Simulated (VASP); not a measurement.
# InP (F-43m) in VASP: a series of runs

The runs below take InP through single point, with PBE.

Everything below comes from runs of VASP 6.6.1. Logs are shortened: lines on timing, memory, paths and dates and some standing lists are left out, and cuts for length are marked.

**1. The cell of the first run**

The structure is cubic, space group F-43m (No. 216). Conventional cell: a = 5.561 Å, b = 5.561 Å, c = 5.561 Å, α = 90.00°, β = 90.00°, γ = 90.00°. Within 3.2 Å of In (site symmetry -43m) lie 4 P at 2.41 Å. P (site symmetry -43m) has 4 In at 2.41 Å within 3.2 Å.

**2. Single point, PBE**

INCAR reads:

```
PREC = Accurate ; ENCUT = 520
EDIFF = 1E-7 ; ISMEAR = 0
SIGMA = 0.01 ; LREAL = False
LASPH = True ; NELM = 100
ALGO = Normal ; ISIF = 2
LWAVE = False ; LCHARG = False
GGA = PE ; NBANDS = 16
```

KPOINTS reads:

```
regular mesh
0
Gamma
  6 6 6
```

POSCAR reads:

```
InP
1.0
    3.9319151361      0.0000000000      0.0000000000
    1.9659575680      3.4051383933      0.0000000000
    1.9659575680      1.1350461311      3.2103952651
In P
1 1
Direct
    0.0000000000      0.0000000000      0.0000000000
    0.2500000000      0.2500000000      0.2500000000
```

Potentials or basis: VASP PAW PBE potentials, release 64 (In_d, P).

Started as:

```
$ cat potpaw_PBE.64/In_d/POTCAR potpaw_PBE.64/P/POTCAR > POTCAR
$ mpirun -np 1 vasp_std > vasp.out
```

OUTCAR:

```text
PREC = Accurate
   ENCUT = 520
   EDIFF = 1E-7
   ISMEAR = 0
   LREAL = False
   LASPH = True
   NELM = 100
   ISIF = 2
   GGA = PE

 ion  position               nearest neighbor table
   1  0.000  0.000  0.000-   2 2.41   2 2.41   2 2.41   2 2.41
   2  0.250  0.250  0.250-   1 2.41   1 2.41   1 2.41   1 2.41

  LATTYP: Found a face centered cubic cell.
 ALAT       =     5.5605677114

  Lattice vectors:

 A1 = (   3.9319151361,   0.0000000000,   0.0000000000)
 A2 = (   1.9659575680,   3.4051383933,   0.0000000000)
 A3 = (   1.9659575680,   1.1350461311,   3.2103952651)

Analysis of symmetry for initial positions (statically):
=====================================================================
 Subroutine PRICEL returns:
 Original cell was already a primitive cell.

 Routine SETGRP: Setting up the symmetry group for a
 face centered cubic supercell.

 Subroutine GETGRP returns: Found 24 space group operations
 (whereof 24 operations were pure point group operations)
 out of a pool of 48 trial point group operations.

The static configuration has the point symmetry T_d .

Analysis of symmetry for dynamics (positions and initial velocities):
=====================================================================
 Subroutine PRICEL returns:
 Original cell was already a primitive cell.

 Routine SETGRP: Setting up the symmetry group for a
 face centered cubic supercell.

 Subroutine GETGRP returns: Found 24 space group operations
 (whereof 24 operations were pure point group operations)
 out of a pool of 48 trial point group operations.

The dynamic configuration has the point symmetry T_d .

 Subroutine INISYM returns: Found 24 space group operations
 (whereof 24 operations are pure point group operations),
 and found     1 'primitive' translations

----------------------------------------------------------------------------------------

                                     Primitive cell

  volume of cell :      42.9831

  direct lattice vectors                    reciprocal lattice vectors
     3.931915136  0.000000000  0.000000000     0.254328989 -0.146836910 -0.103829375
     1.965957568  3.405138393  0.000000000     0.000000000  0.293673820 -0.103829375
     1.965957568  1.135046131  3.210395265     0.000000000  0.000000000  0.311488124

  length of vectors
     3.931915136  3.931915136  3.931915136     0.311488124  0.311488124  0.311488124
[... 70 lines left out ...]
   ENCUT  =  520.0 eV  38.22 Ry    6.18 a.u.   7.31  7.31  7.31*2*pi/ulx,y,z
   NELM   =    100;   NELMIN=  2; NELMDL= -5     # of ELM steps
   EDIFF  = 0.1E-06   stopping-criterion for ELM
   LREAL  =      F    real-space projection
   EDIFFG = 0.1E-05   stopping-criterion for IOM
   NSW    =      0    number of steps for IOM
   IBRION =     -1    ionic relax: 0-MD 1-quasi-New 2-CG
   NFREE  =      0    steps in history (QN), initial steepest desc. (CG)
   ISIF   =      2    stress and relaxation
   ISYM   =      2    0-nonsym 1-usesym 2-fastsym
   POTIM  = 0.5000    time-step for ionic-motion
   TEBEG  =    0.0;   TEEND  =   0.0 temperature during run
   PSTRESS=    0.0 pullay stress
   NELECT =      18.0000    total number of electrons
   NUPDOWN=      -1.0000    fix difference up-down
   EMIN   =  10.00;   EMAX   =-10.00  energy-range for DOS
   EFERMI =   0.00;   METHOD = LEGACY
   ISMEAR =     0;   SIGMA  =   0.01  broadening in eV -4-tet -1-fermi 0-gaus
   EFERMI_NEDOS =   21; number of points for ismear=-14 and -15
   IALGO  =     38    algorithm
   IMIX   =      4    mixing-type and parameters
     AMIX     =   0.40;   BMIX     =  1.00
     AMIX_MAG =   1.60;   BMIX_MAG =  1.00
  volume/ion in A,a.u.               =      21.49       145.03
  Fermi-wavevector in a.u.,A,eV,Ry     =   1.224804  2.314544 20.410703  1.500144
  Thomas-Fermi vector in A             =   2.359865
   LORBIT       =      0    0 simple, 1 ext, 2 COOP (PROOUT), +10 PAW based schemes
   GGA     = PE    functional components
   LHFCALC =     F    Hartree Fock is set to
   AEXX    =    0.0000 exact exchange contribution
   IVDW    =     0    specifies the selected vdW correction
   LEPSILON=     F    determine dielectric tensor
   LRPA    =     F    only Hartree local field effects (RPA)
 non-spin polarized calculation
 Gauss-broadening in eV      SIGMA  =   0.01
  energy-cutoff  :      520.00
  volume of cell :       42.98
 maximum number of plane-waves:      1173
 NGX is ok and might be reduce to    30
   NGX = 15   NGY = 15   NGZ = 15

 number of electron      18.0000007 magnetization

 Free energy of the ion-electron system (eV)
  ---------------------------------------------------
  ext. energy  EPLUGINS =         0.00000000
  ---------------------------------------------------
  free energy    TOTEN  =        -7.88689827 eV

  energy without entropy =       -7.88689827  energy(sigma->0) =       -7.88689827

 E-fermi :   7.1610     XC(G=0): -10.0001

 val. band max:        7.1000188367   @ k =   0.0000   0.0000   0.0000
 cond. band min:       8.5430157326   @ k =   0.5000   0.5000   0.0000
 fundamental gap:      1.4429968958
 Fermi energy:         7.1609814133

 k-point     1 :       0.0000    0.0000    0.0000
  band No.  band energies     occupation
      1      -7.5326      2.00000
      2      -7.5326      2.00000
      3      -7.5326      2.00000
      4      -7.2833      2.00000
      5      -7.2833      2.00000
      6      -5.6328      2.00000
[... 281 lines left out ...]
      3      -7.3770      2.00000
      4      -7.3327      2.00000
      5      -7.2469      2.00000
      6      -2.3615      2.00000
[... 8 lines left out ...]
     15      18.8965      0.00000
     16      19.7863      0.00000

------------------------ aborting loop because EDIFF is reached ----------------------------------------

  FORCE on cell =-STRESS in cart. coord.  units (eV):
  Direction    XX          YY          ZZ          XY          YZ          ZX
  --------------------------------------------------------------------------------------
  -------------------------------------------------------------------------------------
  Total        5.3243310      5.3243310      5.3243310     -0.0000000     -0.0000000     -0.0000000
  in kB      198.4623901    198.4623901    198.4623901     -0.0000000     -0.0000000     -0.0000000
  external PRESSURE =     198.4623901 kB  Pullay stress =       0.0000000 kB

 VOLUME and BASIS-vectors are now :
 -----------------------------------------------------------------------------
  energy-cutoff  :      520.00
  volume of cell :       42.98
      direct lattice vectors                 reciprocal lattice vectors
     3.931915136  0.000000000  0.000000000     0.254328989 -0.146836910 -0.103829375
     1.965957568  3.405138393  0.000000000     0.000000000  0.293673820 -0.103829375
     1.965957568  1.135046131  3.210395265     0.000000000  0.000000000  0.311488124

 POSITION                                       TOTAL-FORCE (eV/Angst)
 -----------------------------------------------------------------------------------
      0.00000      0.00000      0.00000        -0.000000      0.000000      0.000000
      1.96596      1.13505      0.80260         0.000000     -0.000000     -0.000000
 -----------------------------------------------------------------------------------
    total drift:                                0.000000      0.000000      0.000000

  FREE ENERGIE OF THE ION-ELECTRON SYSTEM (eV)
  ---------------------------------------------------
  free  energy   TOTEN  =        -7.8868982716 eV

  energy  without entropy=       -7.8868982716  energy(sigma->0) =       -7.88689827
```

OSZICAR:

```text
N       E                     dE             d eps       ncg     rms          rms(c)
DAV:   1     0.118646934581E+03    0.11865E+03   -0.84521E+03   512   0.128E+03
DAV:   2    -0.469766033247E+00   -0.11912E+03   -0.11348E+03   568   0.320E+02
DAV:   3    -0.819705146354E+01   -0.77273E+01   -0.76915E+01   656   0.785E+01
DAV:   4    -0.839235010624E+01   -0.19530E+00   -0.19525E+00   616   0.126E+01
DAV:   5    -0.840288196345E+01   -0.10532E-01   -0.10532E-01   784   0.267E+00    0.739E+00
DAV:   6    -0.793855444238E+01    0.46433E+00   -0.63658E-01   800   0.154E+01    0.440E+00
DAV:   7    -0.788663136784E+01    0.51923E-01   -0.22684E-01   728   0.456E+00    0.143E+00
DAV:   8    -0.788616616836E+01    0.46520E-03   -0.24147E-02   656   0.196E+00    0.594E-01
DAV:   9    -0.788666967196E+01   -0.50350E-03   -0.15534E-03   664   0.353E-01    0.275E-01
DAV:  10    -0.788683056514E+01   -0.16089E-03   -0.43387E-04   680   0.412E-01    0.144E-01
DAV:  11    -0.788689979451E+01   -0.69229E-04   -0.17806E-04   592   0.167E-01    0.577E-02
DAV:  12    -0.788689796896E+01    0.18255E-05   -0.14533E-05   560   0.304E-02    0.152E-02
DAV:  13    -0.788689846875E+01   -0.49978E-06   -0.25551E-06   624   0.951E-03    0.895E-03
DAV:  14    -0.788689827394E+01    0.19481E-06   -0.22198E-07   688   0.549E-03    0.135E-03
DAV:  15    -0.788689827159E+01    0.23510E-08   -0.28798E-08   384   0.116E-03
   1 F= -.78868983E+01 E0= -.78868983E+01  d E =-.567223E-20
```

stdout:

```text
POSCAR found type information on POSCAR InP
 POSCAR found :  2 types and       2 ions
 scaLAPACK will be used
 LDA part: xc-table for (Slater+PW92), standard interpolation
 POSCAR, INCAR and KPOINTS ok, starting setup
 FFT: planning ... GRIDC
 FFT: planning ... GRID_SOFT
 FFT: planning ... GRID
 WAVECAR not read
 entering main loop
```

Wall time 22 s (1 thread of Intel Xeon 8259CL, shared host); peak memory 0.17 GiB.

Results:

* Free energy: -7.8869 eV
* Pressure: 19.8 GPa
* Band gap on the k mesh: 1.44 eV, indirect (least direct gap 1.55 eV)

Caveat: spin-orbit coupling is left out, which moves the levels of the heavy elements. A k mesh can miss the band edges.

**3. Single point, PBE**

This run uses another cell than the first one, of 23.34 Å³/atom, 1.086 times its volume.

INCAR reads:

```
PREC = Accurate
ENCUT = 520
EDIFF = 1E-6
ISMEAR = 0
SIGMA = 0.01
LREAL = False
LASPH = True
NELM = 60
ALGO = Normal
ISIF = 2
LWAVE = False
LCHARG = False
GGA = PE
NBANDS = 16
```

KPOINTS is that of step 2.

POSCAR reads:

```
InP
1.0
    4.0417907808      0.0000000000      0.0000000000
    2.0208953904      3.5002934930      0.0000000000
    2.0208953904      1.1667644977      3.3001083534
In P
1 1
Direct
    0.0000000000      0.0000000000      0.0000000000
    0.2500000000      0.2500000000      0.2500000000
```

Potentials or basis: VASP PAW PBE potentials, release 64 (In_d, P).

Started as:

```
$ cat potpaw_PBE.64/In_d/POTCAR potpaw_PBE.64/P/POTCAR > POTCAR
$ mpirun -np 1 vasp_std > vasp.out
```

OUTCAR:

```text
PREC = Accurate
   ENCUT = 520
   EDIFF = 1E-6
   ISMEAR = 0
   LREAL = False
   LASPH = True
   NELM = 60
   ISIF = 2
   GGA = PE

 ion  position               nearest neighbor table
   1  0.000  0.000  0.000-   2 2.48   2 2.48   2 2.48   2 2.48
   2  0.250  0.250  0.250-   1 2.48   1 2.48   1 2.48   1 2.48

  LATTYP: Found a face centered cubic cell.
 ALAT       =     5.7159553385

  Lattice vectors:

 A1 = (   4.0417907808,   0.0000000000,   0.0000000000)
[... 478 lines left out ...]

------------------------ aborting loop because EDIFF is reached ----------------------------------------

  FORCE on cell =-STRESS in cart. coord.  units (eV):
  Direction    XX          YY          ZZ          XY          YZ          ZX
  --------------------------------------------------------------------------------------
  -------------------------------------------------------------------------------------
  Total        2.8782843      2.8782843      2.8782843      0.0000000      0.0000000     -0.0000000
  in kB       98.7728961     98.7728961     98.7728961      0.0000000      0.0000000     -0.0000000
  external PRESSURE =      98.7728961 kB  Pullay stress =       0.0000000 kB

 VOLUME and BASIS-vectors are now :
 -----------------------------------------------------------------------------
  energy-cutoff  :      520.00
  volume of cell :       46.69
      direct lattice vectors                 reciprocal lattice vectors
     4.041790781  0.000000000  0.000000000     0.247415083 -0.142845165 -0.101006785
     2.020895390  3.500293493  0.000000000     0.000000000  0.285690329 -0.101006785
     2.020895390  1.166764498  3.300108353     0.000000000  0.000000000  0.303020354

 POSITION                                       TOTAL-FORCE (eV/Angst)
 -----------------------------------------------------------------------------------
      0.00000      0.00000      0.00000        -0.000000      0.000000      0.000000
      2.02090      1.16676      0.82503         0.000000     -0.000000     -0.000000
 -----------------------------------------------------------------------------------
    total drift:                               -0.000000     -0.000000     -0.000000

  FREE ENERGIE OF THE ION-ELECTRON SYSTEM (eV)
  ---------------------------------------------------
  free  energy   TOTEN  =        -8.2241406431 eV

  energy  without entropy=       -8.2241406431  energy(sigma->0) =       -8.22414064
```

OSZICAR:

```text
N       E                     dE             d eps       ncg     rms          rms(c)
DAV:   1     0.112978739204E+03    0.11298E+03   -0.84345E+03   512   0.130E+03
DAV:   2    -0.906903348172E+00   -0.11389E+03   -0.10875E+03   584   0.304E+02
DAV:   3    -0.848853571380E+01   -0.75816E+01   -0.75474E+01   680   0.777E+01
DAV:   4    -0.868086384497E+01   -0.19233E+00   -0.19227E+00   624   0.130E+01
DAV:   5    -0.868800802672E+01   -0.71442E-02   -0.71441E-02   768   0.215E+00    0.645E+00
DAV:   6    -0.826276054099E+01    0.42525E+00   -0.62527E-01   816   0.141E+01    0.385E+00
DAV:   7    -0.822325862394E+01    0.39502E-01   -0.18830E-01   744   0.381E+00    0.134E+00
DAV:   8    -0.822334153619E+01   -0.82912E-04   -0.19428E-02   672   0.170E+00    0.437E-01
DAV:   9    -0.822390195156E+01   -0.56042E-03   -0.13594E-03   600   0.363E-01    0.199E-01
DAV:  10    -0.822406703267E+01   -0.16508E-03   -0.32044E-04   728   0.303E-01    0.114E-01
DAV:  11    -0.822414139140E+01   -0.74359E-04   -0.15769E-04   576   0.135E-01    0.560E-02
DAV:  12    -0.822414017860E+01    0.12128E-05   -0.10892E-05   568   0.258E-02    0.123E-02
DAV:  13    -0.822414064314E+01   -0.46454E-06   -0.23800E-06   624   0.814E-03
   1 F= -.82241406E+01 E0= -.82241406E+01  d E =-.152709E-30
```

Run time: 18 s. Hardware: 1 thread of Intel Xeon 8259CL, shared host; peak memory 0.17 GiB.

Results:

- Free energy: -8.2241 eV
- Pressure: 9.9 GPa
- Band gap on the k mesh: 1.12 eV, direct

Levels at points of the mesh, in eV from the valence-band top:
| k point | band 7 | band 8 | band 9 | band 10 | band 11 | band 12 |
| --- | --- | --- | --- | --- | --- | --- |
| (0.00, 0.00, 0.00) | 0.00 | 0.00 | 0.00 | 1.12 | 4.07 | 4.07 |
| (0.50, 0.00, 0.00) | -6.16 | -1.09 | -1.09 | 1.68 | 4.80 | 4.80 |
| (0.50, 0.50, 0.00) | -6.10 | -2.59 | -2.59 | 1.62 | 2.24 | 9.70 |

Caveat: spin-orbit coupling is left out, which moves the levels of the heavy elements.

**4. Single point, PBE**

This run uses another cell than the first one, of 24.65 Å³/atom, 1.147 times its volume.

INCAR reads:

```
SYSTEM = InP
PREC = Accurate
ENCUT = 520
EDIFF = 1E-7
ISMEAR = 0
SIGMA = 0.01
LREAL = .False.
LASPH = .True.
NELM = 100
ALGO = Normal
ISIF = 2
LWAVE = .False.
LCHARG = .True.
GGA = PE
LELF = .True.
LVHAR = .True.
NBANDS = 16
```

KPOINTS reads:

```
Automatic mesh
0
Gamma
  6 6 6
  0 0 0
```

POSCAR reads:

```
InP
1.0
    4.1155200269      0.0000000000      0.0000000000
    2.0577600134      3.5641448931      0.0000000000
    2.0577600134      1.1880482977      3.3603080307
In P
1 1
Direct
    0.0000000000      0.0000000000      0.0000000000
    0.2500000000      0.2500000000      0.2500000000
```

Started as:

```
$ cat potpaw_PBE.64/In_d/POTCAR potpaw_PBE.64/P/POTCAR > POTCAR
$ mpirun -np 1 vasp_std > vasp.out
```

Wall time 17 s (1 thread of Intel Xeon 8259CL, shared host); peak memory 0.17 GiB.

Results (log left out):

| Item | Value |
| --- | --- |
| Free energy | -8.3432 eV |
| Pressure | 4.9 GPa |
| Band gap on the k mesh | 0.82 eV, direct |

Levels at points of the mesh, in eV from the valence-band top:
```
           k point  band 6  band 7  band 8  band 9  band 10  band 11  band 12  band 13
(0.00, 0.00, 0.00)  -11.66    0.00    0.00    0.00     0.82     4.09     4.09     4.09
(0.50, 0.00, 0.00)   -9.87   -5.85   -1.00   -1.00     1.55     4.81     4.81     7.14
(0.50, 0.50, 0.00)   -9.19   -5.85   -2.39   -2.39     1.72     2.26     9.35     9.73
```

Caveat: spin-orbit coupling is left out, which moves the levels of the heavy elements.

**5. The runs side by side**

| cell | gap on the mesh (eV) | pressure (GPa) |
| --- | --- | --- |
| a = 3.932 Å, angles 60.0°, 2 atoms | 1.44 | 19.8 |
| a = 4.042 Å, angles 60.0°, 2 atoms | 1.12 | 9.9 |
| a = 4.116 Å, angles 60.0°, 2 atoms | 0.82 | 4.9 |

Alike in all rows: task single point; level PBE; potentials or basis VASP PAW PBE potentials, release 64 (In_d, P); no spin polarisation; k mesh 6 × 6 × 6; cutoff (eV) 520; smearing gaussian 0.01 eV.

Caveats: spin-orbit coupling is left out, which moves the levels of the heavy elements.

Total energies depend on the potentials used, so only differences within one code and one set of settings carry meaning.
